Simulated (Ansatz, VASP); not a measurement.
**One calculation of C, two programs**

```
C
1.0
     1.85064    0.00000    0.00000
    -0.92532    1.60270    0.00000
     0.00000    0.00000   19.53931
C
4
Cartesian
  -0.9253 1.6027 19.5393
  -0.9253 1.6027 9.7697
  0.0000 1.0685 4.8848
  0.9253 0.5342 14.6545
```

Alike in both runs: task single point; functional BLYP; k mesh 22 × 22 × 2; occupations fermi-dirac, width 0.1 eV; no spin polarisation.

|  | VASP | Ansatz |
| --- | --- | --- |
| version | VASP 6.6.1 | Ansatz 0.2.0 |
| potentials or method | VASP PAW PBE potentials, release 64 (C), cutoff 520 eV | plane waves (420 eV) with PAW, scalar-relativistic |
| valence electrons in the cell | 16 | 16 |

Ansatz gave:

| Item | Value |
| --- | --- |
| pressure (GPa) | -3.2 |
| traceless stress, the component that is largest in VASP (GPa) | 3.40 |

Problem. Which values does VASP return?

Solution. Pressure (GPa): -3.2; traceless stress, the component that is largest in VASP (GPa): 3.36.

VASP's potentials were made for PBE, not for BLYP.
